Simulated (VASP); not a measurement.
# Pb (Fm-3m) in VASP: further runs, part 2 of 2

VASP 6.6.1. The steps go on from the part before.

**3. Single point, PBE**

File INCAR:

```
SYSTEM = Pb
  ALGO = Normal
  EDIFF = 1E-6
  ENCUT = 520
  GGA = PE
  ISIF = 2
  ISMEAR = 0
  LASPH = .TRUE.
  LCHARG = .TRUE.
  LELF = .TRUE.
  LREAL = .FALSE.
  LVHAR = .TRUE.
  LWAVE = .FALSE.
  NBANDS = 13
  NELM = 100
  PREC = Accurate
  SIGMA = 0.018000000000000002
```

File KPOINTS:

```
k-points
0
G
  9 9 9
  0 0 0
```

File POSCAR:

```
Pb
1.0
    0.0000000000      2.4750200000      2.4750200000
    2.4750200000      0.0000000000      2.4750200000
    2.4750200000      2.4750200000      0.0000000000
Pb
1
Direct
    0.0000000000      0.0000000000      0.0000000000
```

Potentials or basis: VASP PAW PBE potentials, release 64 (Pb_d).

Launch:

```bash
cat potpaw_PBE.64/Pb_d/POTCAR > POTCAR
mpirun -np 1 vasp_std > vasp.out
```

It took 7.2 s on 1 thread of AMD EPYC 9R45 (Zen 5), shared host; peak memory 0.13 GiB.

It converged, with:

```
Free energy            : -3.5682 eV
Pressure               : 2.2 GPa
Band gap on the k mesh : zero (band 7 reaches 14.70 eV, above the bottom of band 8 at 5.74 eV)
```

Levels at points of the mesh, in eV from the Fermi level:
| k point | band 4 | band 5 | band 6 | band 7 | band 8 | band 9 | band 10 | band 11 |
| --- | --- | --- | --- | --- | --- | --- | --- | --- |
| (0.00, 0.00, 0.00) | -16.80 | -16.80 | -11.62 | 7.55 | 7.55 | 7.55 | 9.90 | 11.47 |

Caveat: spin-orbit coupling is left out, which moves the levels of the heavy elements.

**4. Single point, PBE**

File INCAR:

```
PREC = Accurate ; ENCUT = 520
EDIFF = 1E-6 ; ISMEAR = 0
SIGMA = 0.02 ; LREAL = False
LASPH = True ; NELM = 60
ALGO = Fast ; ISIF = 2
LWAVE = False ; LCHARG = False
GGA = PE ; NBANDS = 13
```

File KPOINTS:

```
regular mesh
0
Gamma
  9 9 9
```

POSCAR is that of step 3.

Launch:

```bash
cat potpaw_PBE.64/Pb_d/POTCAR > POTCAR
mpirun -np 1 vasp_std > vasp.out
```

It took 9.2 s on 1 thread of AMD EPYC 9R45 (Zen 5), shared host; peak memory 0.12 GiB.

It converged, with:

| Item | Value |
| --- | --- |
| Free energy | -3.5682 eV |
| Pressure | 2.2 GPa |
| Band gap on the k mesh | zero (band 7 reaches 14.70 eV, above the bottom of band 8 at 5.74 eV) |

Levels at points of the mesh, in eV from the Fermi level:
```
           k point  band 3  band 4  band 5  band 6  band 7  band 8  band 9  band 10  band 11  band 12
(0.00, 0.00, 0.00)  -16.94  -16.80  -16.80  -11.62    7.55    7.55    7.55     9.90    11.48    12.62
```

Caveat: spin-orbit coupling is left out, which moves the levels of the heavy elements.

**5. Single point, PBE**

File INCAR:

```
PREC = Accurate
ENCUT = 520
EDIFF = 1E-7
ISMEAR = 0
SIGMA = 0.022
LREAL = F
LASPH = T
NELM = 80
ALGO = Normal
ISIF = 2
LWAVE = F
LCHARG = T
GGA = PE
LELF = T
LVHAR = T
NBANDS = 13
```

KPOINTS is that of step 4.

POSCAR is that of step 4.

Launch:

```bash
cat potpaw_PBE.64/Pb_d/POTCAR > POTCAR
mpirun -np 1 vasp_std > vasp.out
```

It took 7.6 s on 1 thread of AMD EPYC 9R45 (Zen 5), shared host; peak memory 0.13 GiB.

The run converged. Its results:

| Item | Value |
| --- | --- |
| Free energy | -3.5683 eV |
| Pressure | 2.2 GPa |
| Band gap on the k mesh | zero (band 7 reaches 14.70 eV, above the bottom of band 8 at 5.74 eV) |

Levels at points of the mesh, in eV from the Fermi level:
```csv
k point,band 3,band 4,band 5,band 6,band 7,band 8,band 9,band 10,band 11,band 12
"(0.00, 0.00, 0.00)",-16.94,-16.80,-16.80,-11.62,7.55,7.55,7.55,9.90,11.48,12.62
```

Caveat: spin-orbit coupling is left out, which moves the levels of the heavy elements.

**6. Single point, PBE**

File INCAR:

```
ALGO = Fast
EDIFF = 1E-6
ENCUT = 520
GGA = PE
ISIF = 2
ISMEAR = 0
LASPH = True
LCHARG = False
LREAL = False
LWAVE = False
NBANDS = 13
NELM = 80
PREC = Accurate
SIGMA = 0.024
```

File KPOINTS:

```
k-points
0
Gamma
  9 9 9
```

POSCAR is that of step 5.

Potentials or basis: VASP PAW PBE potentials, release 64 (Pb_d).

Launch:

```bash
cat potpaw_PBE.64/Pb_d/POTCAR > POTCAR
mpirun -np 1 vasp_std > vasp.out
```

OUTCAR:

```text
EDIFF = 1E-6
   ENCUT = 520
   GGA = PE
   ISIF = 2
   ISMEAR = 0
   LASPH = True
   LREAL = False
   NELM = 80
   PREC = Accurate

 ion  position               nearest neighbor table
   1  0.000  0.000  0.000-

  LATTYP: Found a face centered cubic cell.
 ALAT       =     4.9500400000

  Lattice vectors:

 A1 = (   0.0000000000,   2.4750200000,   2.4750200000)
 A2 = (   2.4750200000,   0.0000000000,   2.4750200000)
 A3 = (   2.4750200000,   2.4750200000,   0.0000000000)

Analysis of symmetry for initial positions (statically):
[... 5 lines left out ...]
 face centered cubic supercell.

 Subroutine GETGRP returns: Found 48 space group operations
 (whereof 48 operations were pure point group operations)
 out of a pool of 48 trial point group operations.

The static configuration has the point symmetry O_h .

Analysis of symmetry for dynamics (positions and initial velocities):
[... 5 lines left out ...]
 face centered cubic supercell.

 Subroutine GETGRP returns: Found 48 space group operations
 (whereof 48 operations were pure point group operations)
 out of a pool of 48 trial point group operations.

The dynamic configuration has the point symmetry O_h .

 Subroutine INISYM returns: Found 48 space group operations
[... 147 lines left out ...]
 val. band max:        6.9152815832   @ k =  -0.3333   0.3333   0.1111
 cond. band min:       7.1463458495   @ k =  -0.2222   0.3333   0.1111
 fundamental gap:      0.2310642663
 Fermi energy:         7.1445701609

 k-point     1 :       0.0000    0.0000    0.0000
  band No.  band energies     occupation
      1      -9.7953      2.00000
      2      -9.7953      2.00000
      3      -9.7953      2.00000
      4      -9.6552      2.00000
      5      -9.6552      2.00000
      6      -4.4739      2.00000
      7      14.6988      0.00000
      8      14.6988      0.00000
      9      14.6988      0.00000
     10      17.0447      0.00000
     11      18.6199      0.00000
     12      19.7652      0.00000
     13      19.7652      0.00000
[... 354 lines left out ...]
  band No.  band energies     occupation
      1      -9.9536      2.00000
      2      -9.8618      2.00000
      3      -9.5354      2.00000
      4      -9.4966      2.00000
      5      -9.4966      2.00000
      6       0.1217      2.00000
      7       4.5682      2.00000
      8       9.4310      0.00000
      9       9.4310      0.00000
     10      12.7576      0.00000
     11      13.9744      0.00000
     12      25.5437      0.00000
     13      27.2453      0.00000

 [... further k-points ...]
[... 5 lines left out ...]
  --------------------------------------------------------------------------------------
  -------------------------------------------------------------------------------------
  Total        0.4159613      0.4159613      0.4159613     -0.0000000     -0.0000000      0.0000000
  in kB       21.9784674     21.9784674     21.9784674     -0.0000000     -0.0000000      0.0000000
  external PRESSURE =      21.9784674 kB  Pullay stress =       0.0000000 kB

 VOLUME and BASIS-vectors are now :
 -----------------------------------------------------------------------------
  energy-cutoff  :      520.00
  volume of cell :       30.32
      direct lattice vectors                 reciprocal lattice vectors
     0.000000000  2.475020000  2.475020000    -0.202018570  0.202018570  0.202018570
     2.475020000  0.000000000  2.475020000     0.202018570 -0.202018570  0.202018570
     2.475020000  2.475020000  0.000000000     0.202018570  0.202018570 -0.202018570

 POSITION                                       TOTAL-FORCE (eV/Angst)
 -----------------------------------------------------------------------------------
      0.00000      0.00000      0.00000         0.000000     -0.000000      0.000000
 -----------------------------------------------------------------------------------
    total drift:                               -0.000000     -0.000000     -0.000000

  FREE ENERGIE OF THE ION-ELECTRON SYSTEM (eV)
  ---------------------------------------------------
  free  energy   TOTEN  =        -3.5683077495 eV

  energy  without entropy=       -3.5678644036  energy(sigma->0) =       -3.56808608
```

It took 9.3 s on 1 thread of AMD EPYC 9R45 (Zen 5), shared host; peak memory 0.12 GiB.

Results:

```yaml
Free_energy: -3.5683 eV
Pressure: 2.2 GPa
Band_gap_on_the_k_mesh: zero (band 7 reaches 14.70 eV, above the bottom of band 8 at 5.74 eV)
```

Levels at points of the mesh, in eV from the Fermi level:
```tsv
k point	band 5	band 6	band 7	band 8	band 9	band 10
(0.00, 0.00, 0.00)	-16.80	-11.62	7.55	7.55	7.55	9.90
```

Caveat: spin-orbit coupling is left out, which moves the levels of the heavy elements.

**7. Summary**

```csv
smearing,gap on the mesh (eV),pressure (GPa)
gaussian 0.015 eV,none,2.2
gaussian 0.018 eV,none,2.2
gaussian 0.02 eV,none,2.2
gaussian 0.022 eV,none,2.2
gaussian 0.024 eV,none,2.2
```

Alike in all rows: task single point; level PBE; potentials or basis VASP PAW PBE potentials, release 64 (Pb_d); no spin polarisation; cell as given; k mesh 9 × 9 × 9; cutoff (eV) 520.

Every run on the cell as given and a fine mesh finds a metal.

Caveats: spin-orbit coupling is left out, which moves the levels of the heavy elements.

Total energies depend on the potentials used, so only differences within one code and one set of settings carry meaning.
